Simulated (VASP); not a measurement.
# Mg (P6_3/mmc) in VASP: notebook

Runs on Mg. Level: BLYP. Tasks: single point.

Everything below comes from runs of VASP 6.6.1. Logs are shortened: lines on timing, memory, paths and dates and some standing lists are left out, and cuts for length are marked.

**1. The cell of the first run**

Symmetry: P6_3/mmc, No. 194, hexagonal system. The conventional cell has a = 3.082 Å, b = 3.082 Å, c = 5.011 Å, α = 90.00°, β = 90.00°, γ = 120.00°. Mg (site symmetry -6m2) has 12 Mg at 3.07 to 3.08 Å within 4.0 Å.

**2. Single point, BLYP (volume scaled by 0.88)**

INCAR

```
SYSTEM = Mg
PREC = Accurate ; ENCUT = 520
EDIFF = 1E-6 ; ISMEAR = -1
SIGMA = 0.1 ; LREAL = .FALSE.
LASPH = .TRUE. ; NELM = 100
ALGO = Normal ; ISIF = 2
LWAVE = .FALSE. ; LCHARG = .FALSE.
GGA = B5 ; ALDAX = 1.0
AGGAX = 1.0 ; AGGAC = 1.0
ALDAC = 0.0 ; NBANDS = 9
```

KPOINTS

```
Automatic mesh
0
G
  18 18 10
  0 0 0
```

POSCAR

```
Mg
1.0
    3.0820847411      0.0000000000      0.0000000000
   -1.5410423705      2.6691636824      0.0000000000
    0.0000000000      0.0000000000      5.0109152358
Mg
2
Direct
    0.3333333333      0.6666666667      0.2500000000
    0.6666666667      0.3333333333      0.7500000000
```

Potentials or basis: VASP PAW PBE potentials, release 64 (Mg).

On the command line:

```sh
cat potpaw_PBE.64/Mg/POTCAR > POTCAR
mpirun -np 1 vasp_std > vasp.out
```

OUTCAR:

```text
SYSTEM = Mg
   PREC = Accurate
   ENCUT = 520
   EDIFF = 1E-6
   ISMEAR = -1
   LREAL = .FALSE.
   LASPH = .TRUE.
   NELM = 100
   ISIF = 2
   GGA = B5

 ion  position               nearest neighbor table
   1  0.333  0.667  0.250-   2 3.07   2 3.07   2 3.07   2 3.07   2 3.07   2 3.07
   2  0.667  0.333  0.750-   1 3.07   1 3.07   1 3.07   1 3.07   1 3.07   1 3.07

  LATTYP: Found a hexagonal cell.
 ALAT       =     3.0820847411
 C/A-ratio  =     1.6258200720

  Lattice vectors:

 A1 = (   3.0820847411,   0.0000000000,   0.0000000000)
 A2 = (  -1.5410423705,   2.6691636824,   0.0000000000)
 A3 = (   0.0000000000,   0.0000000000,   5.0109152358)

Analysis of symmetry for initial positions (statically):
=====================================================================
 Subroutine PRICEL returns:
 Original cell was already a primitive cell.

 Routine SETGRP: Setting up the symmetry group for a
 hexagonal supercell.

 Subroutine GETGRP returns: Found 24 space group operations
 (whereof 12 operations were pure point group operations)
 out of a pool of 24 trial point group operations.

The static configuration has the point symmetry D_3d.
 The point group associated with its full space group is D_6h.

Analysis of symmetry for dynamics (positions and initial velocities):
=====================================================================
 Subroutine PRICEL returns:
 Original cell was already a primitive cell.

 Routine SETGRP: Setting up the symmetry group for a
 hexagonal supercell.

 Subroutine GETGRP returns: Found 24 space group operations
 (whereof 12 operations were pure point group operations)
 out of a pool of 24 trial point group operations.

The dynamic configuration has the point symmetry D_3d.
 The point group associated with its full space group is D_6h.

 Subroutine INISYM returns: Found 24 space group operations
 (whereof 12 operations are pure point group operations),
 and found     1 'primitive' translations

----------------------------------------------------------------------------------------

                                     Primitive cell

  volume of cell :      41.2227

  direct lattice vectors                    reciprocal lattice vectors
     3.082084741  0.000000000  0.000000000     0.324455712  0.187324593  0.000000000
    -1.541042371  2.669163682  0.000000000     0.000000000  0.374649186  0.000000000
     0.000000000  0.000000000  5.010915236     0.000000000  0.000000000  0.199564342

  length of vectors
     3.082084741  3.082084741  5.010915236     0.374649186  0.374649186  0.199564342

  position of ions in fractional coordinates (direct lattice)
     0.333333333  0.666666667  0.250000000
     0.666666667  0.333333333  0.750000000

  ion indices of the primitive-cell ions
   primitive index   ion index
                 1           1
                 2           2

----------------------------------------------------------------------------------------

 KPOINTS: Automatic mesh

Automatic generation of k-mesh.
 Grid dimensions read from file:
 generate k-points for:   18   18   10

 Generating k-lattice:

  Cartesian coordinates                     Fractional coordinates (reciprocal lattice)
     0.018025317  0.010406922  0.000000000     0.055555556  0.000000000  0.000000000
     0.000000000  0.020813844  0.000000000     0.000000000  0.055555556  0.000000000
     0.000000000  0.000000000  0.019956434     0.000000000  0.000000000  0.100000000

  Length of vectors
     0.020813844  0.020813844  0.019956434

  Shift w.r.t. Gamma in fractional coordinates (k-lattice)
     0.000000000  0.000000000  0.000000000

 Subroutine IBZKPT returns following result:
 ===========================================

 Found    222 irreducible k-points:

 Following reciprocal coordinates:
            Coordinates               Weight
  0.000000  0.000000  0.000000      1.000000
  0.055556  0.000000  0.000000      6.000000
  0.111111  0.000000  0.000000      6.000000
  0.166667  0.000000  0.000000      6.000000
  0.222222 -0.000000  0.000000      6.000000
  0.277778  0.000000  0.000000      6.000000
[... 16 lines left out ...]
  0.333333  0.111111  0.000000     12.000000
  0.388889  0.111111  0.000000     12.000000
 [... further k-points ...]
   k-points           NKPTS =    222   k-points in BZ     NKDIM =    222   number of bands    NBANDS=      9
   number of dos      NEDOS =    301   number of ions     NIONS =      2
   total plane-waves  NPLWV =  23040
   dimension x,y,z NGX =    24 NGY =   24 NGZ =   40
   dimension x,y,z NGXF=    48 NGYF=   48 NGZF=   80
   ions per type =               2
   NGX,Y,Z   is equivalent  to a cutoff of  12.95, 12.95, 13.27 a.u.
   NGXF,Y,Z  is equivalent  to a cutoff of  25.89, 25.89, 26.54 a.u.
 SYSTEM =  Mg
   PREC   = accura    normal or accurate (medium, high low for compatibility)
   ISTART =      0    job   : 0-new  1-cont  2-samecut
   ICHARG =      2    charge: 1-file 2-atom 10-const
   ISPIN  =      1    spin polarized calculation?
   LNONCOLLINEAR =      F non collinear calculations
   LSORBIT =      F    spin-orbit coupling
   LASPH  =      T    aspherical Exc in radial PAW
   ENCUT  =  520.0 eV  38.22 Ry    6.18 a.u.   5.73  5.73  9.32*2*pi/ulx,y,z
   NELM   =    100;   NELMIN=  2; NELMDL= -5     # of ELM steps
   EDIFF  = 0.1E-05   stopping-criterion for ELM
   LREAL  =      F    real-space projection
   EDIFFG = 0.1E-04   stopping-criterion for IOM
   NSW    =      0    number of steps for IOM
   IBRION =     -1    ionic relax: 0-MD 1-quasi-New 2-CG
   NFREE  =      0    steps in history (QN), initial steepest desc. (CG)
   ISIF   =      2    stress and relaxation
   ISYM   =      2    0-nonsym 1-usesym 2-fastsym
   POTIM  = 0.5000    time-step for ionic-motion
   TEBEG  =    0.0;   TEEND  =   0.0 temperature during run
   PSTRESS=    0.0 pullay stress
   NELECT =       4.0000    total number of electrons
   NUPDOWN=      -1.0000    fix difference up-down
   EMIN   =  10.00;   EMAX   =-10.00  energy-range for DOS
   EFERMI =   0.00;   METHOD = LEGACY
   ISMEAR =    -1;   SIGMA  =   0.10  broadening in eV -4-tet -1-fermi 0-gaus
   EFERMI_NEDOS =   21; number of points for ismear=-14 and -15
   IALGO  =     38    algorithm
   IMIX   =      4    mixing-type and parameters
     AMIX     =   0.40;   BMIX     =  1.00
     AMIX_MAG =   1.60;   BMIX_MAG =  1.00
  volume/ion in A,a.u.               =      20.61       139.09
  Fermi-wavevector in a.u.,A,eV,Ry     =   0.752285  1.421613  7.699987  0.565933
  Thomas-Fermi vector in A             =   1.849461
   LORBIT       =      0    0 simple, 1 ext, 2 COOP (PROOUT), +10 PAW based schemes
   GGA     = B5    functional components
   LHFCALC =     F    Hartree Fock is set to
   AEXX    =    0.0000 exact exchange contribution
   IVDW    =     0    specifies the selected vdW correction
   LEPSILON=     F    determine dielectric tensor
   LRPA    =     F    only Hartree local field effects (RPA)
 non-spin polarized calculation
  energy-cutoff  :      520.00
  volume of cell :       41.22
 maximum number of plane-waves:      1128
 NGX is ok and might be reduce to    24
   NGX = 11   NGY = 11   NGZ = 19

 number of electron       4.0000000 magnetization

 Free energy of the ion-electron system (eV)
  ---------------------------------------------------
  ext. energy  EPLUGINS =         0.00000000
  ---------------------------------------------------
  free energy    TOTEN  =        -1.42083943 eV

  energy without entropy =       -1.39560695  energy(sigma->0) =       -1.40822319

 E-fermi :   3.6673     XC(G=0):  -8.3960

 val. band max:        3.6364236847   @ k =   0.4444  -0.0000   0.4000
 cond. band min:       3.6891928249   @ k =   0.2778   0.0556   0.0000
 fundamental gap:      0.0527691403
 Fermi energy:         3.6673443674

 k-point     1 :       0.0000    0.0000    0.0000
  band No.  band energies     occupation
      1      -3.7300      2.00000
      2       1.8628      2.00000
      3       2.3583      2.00000
      4      15.2551      0.00000
      5      15.2551      0.00000
      6      15.4996      0.00000
      7      15.4996      0.00000
      8      16.1472      0.00000
      9      18.0240      0.00000

 k-point     2 :       0.0556    0.0000    0.0000
  band No.  band energies     occupation
      1      -3.6646      2.00000
      2       1.9215      2.00000
      3       2.4216      1.99999
      4      13.8058      0.00000
      5      14.4764      0.00000
      6      15.2610      0.00000
      7      16.3591      0.00000
      8      16.8144      0.00000
      9      18.6760      0.00000

 k-point     3 :       0.1111    0.0000    0.0000
  band No.  band energies     occupation
      1      -3.4687      2.00000
      2       2.0979      2.00000
      3       2.6102      1.99995
      4      12.0039      0.00000
      5      13.6868      0.00000
      6      14.4369      0.00000
      7      16.9357      0.00000
      8      17.0386      0.00000
      9      17.3243      0.00000

 k-point     4 :       0.1667    0.0000    0.0000
  band No.  band energies     occupation
      1      -3.1433      2.00000
      2       2.3921      1.99999
      3       2.9200      1.99886
      4      10.2370      0.00000
      5      12.9994      0.00000
      6      13.5273      0.00000
      7      15.1857      0.00000
      8      16.3142      0.00000
      9      17.7162      0.00000
[... 205 lines left out ...]
 k-point    22 :       0.2778    0.1111    0.0000
  band No.  band energies     occupation
      1      -1.2164      2.00000
      2       4.1617      0.01415
      3       4.4193      0.00108
      4       5.9263      0.00000
      5       8.7593      0.00000
      6      10.5858      0.00000
      7      11.7529      0.00000
      8      13.8569      0.00000
      9      14.9050      0.00000

 k-point    23 :       0.3333    0.1111    0.0000
  band No.  band energies     occupation
      1      -0.3952      2.00000
      2       3.8677      0.23773
      3       4.9299      0.00001
      4       5.8322      0.00000
      5       8.3464      0.00000
      6       9.2244      0.00000
      7      10.6733      0.00000
      8      13.5449      0.00000
      9      14.6564      0.00000

 k-point    24 :       0.3889    0.1111    0.0000
  band No.  band energies     occupation
      1       0.5411      2.00000
      2       2.7199      1.99985
      3       5.8133      0.00000
      4       6.4925      0.00000
      5       7.8963      0.00000
      6       7.9825      0.00000
      7       9.8801      0.00000
      8      13.3589      0.00000
      9      14.5040      0.00000

 [... further k-points ...]
[... 5 lines left out ...]
  --------------------------------------------------------------------------------------
  -------------------------------------------------------------------------------------
  Total        1.4008798      1.4008798      1.3386203      0.0000000      0.0000000     -0.0000000
  in kB       54.4470822     54.4470822     52.0272844      0.0000000      0.0000000     -0.0000000
  external PRESSURE =      53.6404829 kB  Pullay stress =       0.0000000 kB

 VOLUME and BASIS-vectors are now :
 -----------------------------------------------------------------------------
  energy-cutoff  :      520.00
  volume of cell :       41.22
      direct lattice vectors                 reciprocal lattice vectors
     3.082084741  0.000000000  0.000000000     0.324455712  0.187324593  0.000000000
    -1.541042371  2.669163682  0.000000000     0.000000000  0.374649186  0.000000000
     0.000000000  0.000000000  5.010915236     0.000000000  0.000000000  0.199564342

 POSITION                                       TOTAL-FORCE (eV/Angst)
 -----------------------------------------------------------------------------------
     -0.00000      1.77944      1.25273        -0.000000      0.000000      0.000000
      1.54104      0.88972      3.75819         0.000000     -0.000000      0.000000
 -----------------------------------------------------------------------------------
    total drift:                                0.000000     -0.000000      0.000000

  FREE ENERGIE OF THE ION-ELECTRON SYSTEM (eV)
  ---------------------------------------------------
  free  energy   TOTEN  =        -1.4208394326 eV

  energy  without entropy=       -1.3956069545  energy(sigma->0) =       -1.40822319
```

It took 38 s on 1 thread of Intel Xeon Platinum 8375C at 2.90GHz (Ice Lake), shared host; peak memory 0.21 GiB.

Results:

| Item | Value |
| --- | --- |
| Free energy | -1.4208 eV |
| Pressure | 5.4 GPa |
| Band gap on the k mesh | zero (band 2 reaches 4.69 eV, above the bottom of band 3 at 2.36 eV) |

Caveat: the PAW data sets were made with another functional, which shifts forces and pressure a little.

**3. Single point, BLYP (volume scaled by 0.92)**

INCAR

```
PREC = Accurate
ENCUT = 520
EDIFF = 1E-7
ISMEAR = -1
SIGMA = 0.1
LREAL = F
LASPH = T
NELM = 60
ALGO = Normal
ISIF = 2
LWAVE = F
LCHARG = F
GGA = B5
ALDAX = 1.0
AGGAX = 1.0
AGGAC = 1.0
ALDAC = 0.0
NBANDS = 9
```

KPOINTS

```
Automatic mesh
0
Gamma
  18 18 10
```

POSCAR

```
Mg
1.0
    3.1280927888      0.0000000000      0.0000000000
   -1.5640463944      2.7090078205      0.0000000000
    0.0000000000      0.0000000000      5.0857160433
Mg
2
Direct
    0.3333333333      0.6666666667      0.2500000000
    0.6666666667      0.3333333333      0.7500000000
```

Potentials or basis: VASP PAW PBE potentials, release 64 (Mg).

On the command line:

```sh
cat potpaw_PBE.64/Mg/POTCAR > POTCAR
mpirun -np 1 vasp_std > vasp.out
```

Run time: 44 s. Hardware: 1 thread of Intel Xeon Platinum 8375C at 2.90GHz (Ice Lake), shared host; peak memory 0.21 GiB.

Results (log left out):

| Item | Value |
| --- | --- |
| Free energy | -1.4706 eV |
| Pressure | 3.2 GPa |
| Band gap on the k mesh | zero (band 2 reaches 4.45 eV, above the bottom of band 3 at 2.10 eV) |

Stress tensor (GPa, compression positive):
```
3.25 0.00 0.00
0.00 3.25 0.00
0.00 0.00 3.08
```

Levels at points of the mesh, in eV from the Fermi level:
| k point | band 1 | band 2 | band 3 | band 4 | band 5 |
| --- | --- | --- | --- | --- | --- |
| (0.00, 0.00, 0.00) | -7.20 | -1.73 | -1.32 | 11.32 | 11.32 |
| (0.50, 0.00, 0.00) | -2.23 | -2.19 | 2.75 | 3.15 | 3.43 |
| (0.00, 0.00, 0.50) | -5.75 | -5.75 | 5.19 | 5.19 | 12.05 |
| (0.50, 0.00, 0.50) | -1.14 | -1.14 | -0.44 | -0.44 | 8.26 |

Caveat: the PAW data sets were made with another functional, which shifts forces and pressure a little.

**4. Single point, BLYP (volume scaled by 0.96)**

INCAR

```
SYSTEM = Mg
PREC = Accurate
ENCUT = 520
EDIFF = 1E-7
ISMEAR = -1
SIGMA = 0.1
LREAL = .FALSE.
LASPH = .TRUE.
NELM = 80
ALGO = Normal
ISIF = 2
LWAVE = .FALSE.
LCHARG = .FALSE.
GGA = B5
ALDAX = 1.0
AGGAX = 1.0
AGGAC = 1.0
ALDAC = 0.0
NBANDS = 9
```

KPOINTS

```
regular mesh
0
G
  18 18 10
  0 0 0
```

POSCAR

```
Mg
1.0
    3.1727858670      0.0000000000      0.0000000000
   -1.5863929335      2.7477131616      0.0000000000
    0.0000000000      0.0000000000      5.1583789468
Mg
2
Direct
    0.3333333333      0.6666666667      0.2500000000
    0.6666666667      0.3333333333      0.7500000000
```

On the command line:

```sh
cat potpaw_PBE.64/Mg/POTCAR > POTCAR
mpirun -np 1 vasp_std > vasp.out
```

Wall time 43 s (1 thread of Intel Xeon Platinum 8375C at 2.90GHz (Ice Lake), shared host); peak memory 0.22 GiB.

The run converged. Its results:

```
Free energy            : -1.4974 eV
Pressure               : 1.4 GPa
Band gap on the k mesh : zero (band 2 reaches 4.23 eV, above the bottom of band 3 at 1.86 eV)
```

Stress tensor (GPa, compression positive):
```
1.48 0.00 0.00
0.00 1.48 0.00
0.00 0.00 1.37
```

Levels at points of the mesh, in eV from the Fermi level:
```csv
k point,band 1,band 2,band 3,band 4,band 5
"(0.00, 0.00, 0.00)",-7.01,-1.65,-1.32,11.07,11.07
"(0.50, 0.00, 0.00)",-2.19,-2.11,2.69,3.14,3.29
"(0.00, 0.00, 0.50)",-5.61,-5.61,5.06,5.06,11.79
"(0.50, 0.00, 0.50)",-1.10,-1.10,-0.45,-0.45,8.12
```

Caveat: the PAW data sets were made with another functional, which shifts forces and pressure a little.

(Part 1 of 2 ends here.)
